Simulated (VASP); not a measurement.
# PtS2 (P-3m1) in VASP: further runs

PtS2 is run at these levels: r2SCAN; tasks: single point.

All numbers are computed with VASP 6.6.1; they aren't measurements. Logs are shortened: lines on timing, memory, paths and dates and some standing lists are left out, and cuts for length are marked.

### 1 The cell of the first run

Symmetry: P-3m1, No. 164, trigonal system. Conventional cell: a = 3.379 Å, b = 3.379 Å, c = 4.873 Å, α = 90.00°, β = 90.00°, γ = 120.00°. Within 3.1 Å of Pt (site symmetry -3m) lie 6 S at 2.34 Å. Within 3.1 Å of S (site symmetry 3m) lie 3 Pt at 2.34 Å and 3 S at 3.00 Å.

### 2 Single point, r2SCAN (strain -4.9%)

Input file POSCAR:

```
PtS2
1.0
    3.3792560388      0.0000000000      0.0000000000
   -1.6896280194      2.9265215755      0.0000000000
    0.0000000000      0.0000000000      4.8728364795
Pt S
1 2
Direct
    0.0000000000      0.0000000000      0.0000000000
    0.3333333333      0.6666666667      0.2665116494
    0.6666666667      0.3333333333      0.7334883506
```

Input file INCAR.step1:

```
SYSTEM = PtS2
PREC = Accurate
ENCUT = 520
ISMEAR = 0
SIGMA = 0.01
LREAL = .False.
LASPH = .True.
NELM = 60
NBANDS = 18
GGA = PE
ALGO = Normal
EDIFF = 1E-4
LWAVE = .True.
LCHARG = .False.
```

Input file INCAR.step2:

```
SYSTEM = PtS2
PREC = Accurate
ENCUT = 520
EDIFF = 1E-6
ISMEAR = 0
SIGMA = 0.01
LREAL = .False.
LASPH = .True.
NELM = 60
ALGO = Normal
ISIF = 2
LWAVE = .False.
LCHARG = .False.
METAGGA = R2SCAN
LMIXTAU = .True.
NBANDS = 18
ISTART = 1
```

Input file KPOINTS:

```
Automatic mesh
0
Gamma
  12 12 6
  0 0 0
```

Potentials or basis: VASP PAW PBE potentials, release 64 (Pt, S).

Started as:

```bash
> cat potpaw_PBE.64/Pt/POTCAR potpaw_PBE.64/S/POTCAR > POTCAR
> cp INCAR.step1 INCAR
> mpirun -np 1 vasp_std > vasp.out
> cp INCAR.step2 INCAR
> mpirun -np 1 vasp_std > vasp.out
```

OUTCAR:

```text
SYSTEM = PtS2
   PREC = Accurate
   ENCUT = 520
   EDIFF = 1E-6
   ISMEAR = 0
   LREAL = .False.
   LASPH = .True.
   NELM = 60
   ISIF = 2
   METAGGA = R2SCAN
   ISTART = 1

 ion  position               nearest neighbor table
   1  0.000  0.000  0.000-   2 2.34   3 2.34   3 2.34   2 2.34   3 2.34   2 2.34
   2  0.333  0.667  0.267-   1 2.34   1 2.34   1 2.34
   3  0.667  0.333  0.733-   1 2.34   1 2.34   1 2.34

  LATTYP: Found a hexagonal cell.
 ALAT       =     3.3792560388
 C/A-ratio  =     1.4419849883

  Lattice vectors:

 A1 = (   3.3792560388,   0.0000000000,   0.0000000000)
 A2 = (  -1.6896280194,   2.9265215755,   0.0000000000)
 A3 = (   0.0000000000,   0.0000000000,   4.8728364795)

Analysis of symmetry for initial positions (statically):
=====================================================================
 Subroutine PRICEL returns:
 Original cell was already a primitive cell.

 Routine SETGRP: Setting up the symmetry group for a
 hexagonal supercell.

 Subroutine GETGRP returns: Found 12 space group operations
 (whereof 12 operations were pure point group operations)
 out of a pool of 24 trial point group operations.

The static configuration has the point symmetry D_3d.

Analysis of symmetry for dynamics (positions and initial velocities):
=====================================================================
 Subroutine PRICEL returns:
 Original cell was already a primitive cell.

 Routine SETGRP: Setting up the symmetry group for a
 hexagonal supercell.

 Subroutine GETGRP returns: Found 12 space group operations
 (whereof 12 operations were pure point group operations)
 out of a pool of 24 trial point group operations.

The dynamic configuration has the point symmetry D_3d.

 Subroutine INISYM returns: Found 12 space group operations
 (whereof 12 operations are pure point group operations),
 and found     1 'primitive' translations

----------------------------------------------------------------------------------------

                                     Primitive cell

  volume of cell :      48.1897

  direct lattice vectors                    reciprocal lattice vectors
     3.379256039  0.000000000  0.000000000     0.295923123  0.170851295  0.000000000
    -1.689628019  2.926521575  0.000000000     0.000000000  0.341702589  0.000000000
     0.000000000  0.000000000  4.872836480     0.000000000  0.000000000  0.205219281

  length of vectors
     3.379256039  3.379256039  4.872836480     0.341702589  0.341702589  0.205219281

  position of ions in fractional coordinates (direct lattice)
     0.000000000  0.000000000  0.000000000
     0.333333333  0.666666667  0.266511649
     0.666666667  0.333333333  0.733488351

  ion indices of the primitive-cell ions
   primitive index   ion index
                 1           1
                 2           2
                 3           3

----------------------------------------------------------------------------------------

 KPOINTS: Automatic mesh

Automatic generation of k-mesh.
 Grid dimensions read from file:
 generate k-points for:   12   12    6

 Generating k-lattice:

  Cartesian coordinates                     Fractional coordinates (reciprocal lattice)
     0.024660260  0.014237608  0.000000000     0.083333333  0.000000000  0.000000000
     0.000000000  0.028475216  0.000000000     0.000000000  0.083333333  0.000000000
     0.000000000  0.000000000  0.034203214     0.000000000  0.000000000  0.166666667

  Length of vectors
     0.028475216  0.028475216  0.034203214

  Shift w.r.t. Gamma in fractional coordinates (k-lattice)
     0.000000000  0.000000000  0.000000000

 Subroutine IBZKPT returns following result:
 ===========================================

 Found    100 irreducible k-points:

 Following reciprocal coordinates:
            Coordinates               Weight
  0.000000  0.000000  0.000000      1.000000
  0.083333 -0.000000  0.000000      6.000000
  0.166667  0.000000  0.000000      6.000000
  0.250000  0.000000  0.000000      6.000000
  0.333333 -0.000000  0.000000      6.000000
  0.416667 -0.000000  0.000000      6.000000
[... 16 lines left out ...]
  0.166667  0.000000  0.166667      6.000000
  0.000000  0.166667  0.166667      6.000000
 [... further k-points ...]
   k-points           NKPTS =    100   k-points in BZ     NKDIM =    100   number of bands    NBANDS=     18
   number of dos      NEDOS =    301   number of ions     NIONS =      3
   total plane-waves  NPLWV =  28224
   dimension x,y,z NGX =    28 NGY =   28 NGZ =   36
   dimension x,y,z NGXF=    56 NGYF=   56 NGZF=   72
   ions per type =               1   2
   NGX,Y,Z   is equivalent  to a cutoff of  13.77, 13.77, 12.28 a.u.
   NGXF,Y,Z  is equivalent  to a cutoff of  27.55, 27.55, 24.56 a.u.
 SYSTEM =  PtS2
   PREC   = accura    normal or accurate (medium, high low for compatibility)
   ISTART =      1    job   : 0-new  1-cont  2-samecut
   ICHARG =      0    charge: 1-file 2-atom 10-const
   ISPIN  =      1    spin polarized calculation?
   LNONCOLLINEAR =      F non collinear calculations
   LSORBIT =      F    spin-orbit coupling
   LASPH  =      T    aspherical Exc in radial PAW
   ENCUT  =  520.0 eV  38.22 Ry    6.18 a.u.   6.28  6.28  9.06*2*pi/ulx,y,z
   NELM   =     60;   NELMIN=  2; NELMDL=  0     # of ELM steps
   EDIFF  = 0.1E-05   stopping-criterion for ELM
   LREAL  =      F    real-space projection
   EDIFFG = 0.1E-04   stopping-criterion for IOM
   NSW    =      0    number of steps for IOM
   IBRION =     -1    ionic relax: 0-MD 1-quasi-New 2-CG
   NFREE  =      0    steps in history (QN), initial steepest desc. (CG)
   ISIF   =      2    stress and relaxation
   ISYM   =      2    0-nonsym 1-usesym 2-fastsym
   POTIM  = 0.5000    time-step for ionic-motion
   TEBEG  =    0.0;   TEEND  =   0.0 temperature during run
   PSTRESS=    0.0 pullay stress
   NELECT =      22.0000    total number of electrons
   NUPDOWN=      -1.0000    fix difference up-down
   EMIN   =  10.00;   EMAX   =-10.00  energy-range for DOS
   EFERMI =   0.00;   METHOD = LEGACY
   ISMEAR =     0;   SIGMA  =   0.01  broadening in eV -4-tet -1-fermi 0-gaus
   EFERMI_NEDOS =   21; number of points for ismear=-14 and -15
   IALGO  =     38    algorithm
   IMIX   =      4    mixing-type and parameters
     AMIX     =   0.40;   BMIX     =  1.00
     AMIX_MAG =   1.60;   BMIX_MAG =  1.00
  volume/ion in A,a.u.               =      16.06       108.40
  Fermi-wavevector in a.u.,A,eV,Ry     =   1.260562  2.382117 21.619879  1.589016
  Thomas-Fermi vector in A             =   2.394065
   LORBIT       =      0    0 simple, 1 ext, 2 COOP (PROOUT), +10 PAW based schemes
   METAGGA = R2SCAN    functional components
   LHFCALC =     F    Hartree Fock is set to
   AEXX    =    0.0000 exact exchange contribution
   IVDW    =     0    specifies the selected vdW correction
   LEPSILON=     F    determine dielectric tensor
   LRPA    =     F    only Hartree local field effects (RPA)
 non-spin polarized calculation
 Gauss-broadening in eV      SIGMA  =   0.01
  energy-cutoff  :      520.00
  volume of cell :       48.19
 maximum number of plane-waves:      1316
 NGX is ok and might be reduce to    28
   NGX = 13   NGY = 13   NGZ = 19

 number of electron      21.9999998 magnetization

 Free energy of the ion-electron system (eV)
  ---------------------------------------------------
  ext. energy  EPLUGINS =         0.00000000
  ---------------------------------------------------
  free energy    TOTEN  =       -68.43234839 eV

  energy without entropy =      -68.43234839  energy(sigma->0) =      -68.43234839

 E-fermi :   8.9030     XC(G=0): -12.1609

 val. band max:        8.7813395538   @ k =   0.0000   0.0000   0.0000
 cond. band min:       9.2242810031   @ k =   0.3333   0.3333   0.0000
 fundamental gap:      0.4429414493
 Fermi energy:         8.9030460152

 k-point     1 :       0.0000    0.0000    0.0000
  band No.  band energies     occupation
      1      -8.3250      2.00000
      2      -4.8249      2.00000
      3       0.0508      2.00000
      4       1.3616      2.00000
      5       1.3616      2.00000
      6       4.1112      2.00000
[... 10 lines left out ...]
     17      17.1102      0.00000
     18      22.7037      0.00000

 k-point     2 :       0.0833   -0.0000    0.0000
  band No.  band energies     occupation
      1      -8.2183      2.00000
      2      -4.8719      2.00000
      3       0.1718      2.00000
      4       1.4156      2.00000
      5       1.4247      2.00000
      6       3.9723      2.00000
[... 10 lines left out ...]
     17      17.4332      0.00000
     18      20.9324      0.00000

 k-point     3 :       0.1667    0.0000    0.0000
  band No.  band energies     occupation
      1      -7.9085      2.00000
      2      -4.9986      2.00000
      3       0.5170      2.00000
      4       1.5777      2.00000
      5       1.5902      2.00000
      6       3.4939      2.00000
[... 10 lines left out ...]
     17      18.2435      0.00000
     18      19.0292      0.00000

 k-point     4 :       0.2500    0.0000    0.0000
  band No.  band energies     occupation
      1      -7.4294      2.00000
      2      -5.1714      2.00000
      3       1.0112      2.00000
      4       1.7818      2.00000
      5       1.8044      2.00000
      6       2.7107      2.00000
[... 375 lines left out ...]
      4       1.4166      2.00000
      5       1.5019      2.00000
      6       3.9277      2.00000
[... 10 lines left out ...]
     17      17.7671      0.00000
     18      19.5994      0.00000

 k-point    23 :       0.1667    0.0000    0.1667
  band No.  band energies     occupation
      1      -7.7725      2.00000
      2      -5.3083      2.00000
      3       0.7740      2.00000
      4       1.6356      2.00000
      5       1.6513      2.00000
      6       3.5577      2.00000
[... 10 lines left out ...]
     17      17.6211      0.00000
     18      18.5943      0.00000

 k-point    24 :       0.0000    0.1667    0.1667
  band No.  band energies     occupation
      1      -7.7896      2.00000
      2      -5.2537      2.00000
      3       0.5874      2.00000
      4       1.5541      2.00000
      5       1.8439      2.00000
      6       3.3275      2.00000
[... 10 lines left out ...]
     17      18.7272      0.00000
     18      18.8921      0.00000

 [... further k-points ...]
[... 5 lines left out ...]
  --------------------------------------------------------------------------------------
  -------------------------------------------------------------------------------------
  Total        6.4813513      6.4813513      2.5488161      0.0000000      0.0000000      0.0000000
  in kB      215.4871985    215.4871985     84.7411625      0.0000000      0.0000000      0.0000000
  external PRESSURE =     171.9051865 kB  Pullay stress =       0.0000000 kB

 VOLUME and BASIS-vectors are now :
 -----------------------------------------------------------------------------
  energy-cutoff  :      520.00
  volume of cell :       48.19
      direct lattice vectors                 reciprocal lattice vectors
     3.379256039  0.000000000  0.000000000     0.295923123  0.170851295  0.000000000
    -1.689628019  2.926521575  0.000000000     0.000000000  0.341702589  0.000000000
     0.000000000  0.000000000  4.872836480     0.000000000  0.000000000  0.205219281

 POSITION                                       TOTAL-FORCE (eV/Angst)
 -----------------------------------------------------------------------------------
      0.00000      0.00000      0.00000        -0.000000      0.000000      0.000000
     -0.00000      1.95101      1.29867         0.000000     -0.000000     -0.040188
      1.68963      0.97551      3.57417        -0.000000     -0.000000      0.040188
 -----------------------------------------------------------------------------------
    total drift:                                0.000000      0.000000      0.000000

  FREE ENERGIE OF THE ION-ELECTRON SYSTEM (eV)
  ---------------------------------------------------
  free  energy   TOTEN  =       -68.4323483931 eV

  energy  without entropy=      -68.4323483931  energy(sigma->0) =      -68.43234839
```

Run time: 2.3 min. Hardware: 1 thread of Intel Xeon 6975P-C (Granite Rapids), shared host; peak memory 0.23 GiB.

What came out:

```
Free energy            : -68.4323 eV
Pressure               : 17.2 GPa
Largest force          : 0.040 eV/Å
Band gap on the k mesh : 0.44 eV, indirect (least direct gap 0.80 eV)
```

Forces in eV/Å, atoms in the order of the input:
```
Pt   0.000  0.000  0.000
S    0.000  0.000 -0.040
S    0.000  0.000  0.040
```

Stress tensor (GPa, compression positive):
```
21.55  0.00  0.00
 0.00 21.55  0.00
 0.00  0.00  8.47
```

Levels at points of the mesh, in eV from the valence-band top:
```csv
k point,band 9,band 10,band 11,band 12,band 13,band 14
"(0.00, 0.00, 0.00)",-1.32,-1.32,0.00,1.56,1.56,4.56
"(0.50, 0.00, 0.00)",-3.66,-3.65,-2.91,1.18,2.73,6.18
"(0.00, 0.00, 0.50)",-1.86,-1.86,-1.41,2.68,2.68,5.94
"(0.50, 0.00, 0.50)",-3.16,-2.92,-1.85,1.05,2.65,4.98
```

Caveat: the cell differs from its parent crystal (strain -4.9%); the PAW data sets were made with another functional, which shifts forces and pressure a little; spin-orbit coupling is left out, which moves the levels of the heavy elements.

### 3 Single point, r2SCAN (strain -0.7%)

Input file POSCAR:

```
PtS2
1.0
    3.5291767756      0.0000000000      0.0000000000
   -1.7645883878      3.0563567421      0.0000000000
    0.0000000000      0.0000000000      5.0890199314
Pt S
1 2
Direct
    0.0000000000      0.0000000000      0.0000000000
    0.3333333333      0.6666666667      0.2428239062
    0.6666666667      0.3333333333      0.7571760938
```

Input file INCAR.step1:

```
ALGO = Normal ; EDIFF = 1E-4
ENCUT = 520 ; GGA = PE
ISMEAR = 0 ; LASPH = T
LCHARG = F ; LREAL = F
LWAVE = T ; NBANDS = 18
NELM = 100 ; PREC = Accurate
SIGMA = 0.01
```

Input file INCAR.step2:

```
ALGO = Normal ; EDIFF = 1E-7
ENCUT = 520 ; ISIF = 2
ISMEAR = 0 ; ISTART = 1
LASPH = T ; LCHARG = T
LELF = T ; LMIXTAU = T
LREAL = F ; LVHAR = T
LWAVE = F ; METAGGA = R2SCAN
NBANDS = 18 ; NELM = 100
PREC = Accurate ; SIGMA = 0.01
```

Input file KPOINTS:

```
k-points
0
Gamma
  12 12 6
```

Potentials or basis: VASP PAW PBE potentials, release 64 (Pt, S).

Started as:

```bash
> cat potpaw_PBE.64/Pt/POTCAR potpaw_PBE.64/S/POTCAR > POTCAR
> cp INCAR.step1 INCAR
> mpirun -np 1 vasp_std > vasp.out
> cp INCAR.step2 INCAR
> mpirun -np 1 vasp_std > vasp.out
```

Run time: 3.2 min. Hardware: 1 thread of Intel Xeon 6975P-C (Granite Rapids), shared host; peak memory 0.24 GiB.

The run converged. Its results:

```
Free energy            : -68.8349 eV
Pressure               : 2.8 GPa
Largest force          : 0.048 eV/Å
Band gap on the k mesh : 0.83 eV, indirect (least direct gap 1.11 eV)
```

Forces on the atoms (eV/Å):
```
Pt   0.000  0.000  0.000
S    0.000  0.000 -0.048
S    0.000  0.000  0.048
```

Stress tensor (GPa, compression positive):
```
3.34 0.00 0.00
0.00 3.34 0.00
0.00 0.00 1.86
```

Levels at points of the mesh, in eV from the valence-band top:
| k point | band 9 | band 10 | band 11 | band 12 | band 13 | band 14 |
| --- | --- | --- | --- | --- | --- | --- |
| (0.00, 0.00, 0.00) | -1.10 | -1.10 | 0.00 | 2.22 | 2.22 | 5.15 |
| (0.50, 0.00, 0.00) | -3.26 | -3.14 | -2.55 | 1.68 | 2.75 | 5.84 |
| (0.00, 0.00, 0.50) | -1.36 | -1.36 | -1.15 | 2.81 | 2.81 | 6.03 |
| (0.50, 0.00, 0.50) | -2.86 | -2.81 | -1.51 | 1.83 | 2.46 | 5.46 |

Caveat: the cell differs from its parent crystal (strain -0.7%); the PAW data sets were made with another functional, which shifts forces and pressure a little; spin-orbit coupling is left out, which moves the levels of the heavy elements.
